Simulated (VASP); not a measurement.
A run of VASP 6.6.1:

INCAR

```
  ALGO = Normal
  EDIFF = 1E-6
  ENCUT = 520
  GGA = PS
  ISIF = 2
  ISMEAR = 0
  LASPH = True
  LCHARG = False
  LREAL = False
  LWAVE = False
  NBANDS = 12
  NELM = 100
  PREC = Accurate
  SIGMA = 0.3
```

File KPOINTS:

```
k-points
0
Gamma
  13 13 13
```

Contents of POSCAR:

```
Cd
1.0
    0.0000000000      2.2181497500      2.2514219962
    2.2181497500      0.0000000000      2.2514219962
    2.2181497500      2.2181497500      0.0000000000
Cd
1
Direct
    0.0000000000      0.0000000000      0.0000000000
```

Potentials or basis: VASP PAW PBE potentials, release 64 (Cd).

Run with:

```bash
$ cat potpaw_PBE.64/Cd/POTCAR > POTCAR
$ mpirun -np 1 vasp_std > vasp.out
```

Hardware: 1 thread of Intel Xeon 8259CL, with other jobs on the host.

Estimate the wall time of this run.

Run time: 37 s on 1 thread of Intel Xeon 8259CL (shared host), peak memory 0.17 GiB. Counts: scf iterations 11, k points 196.
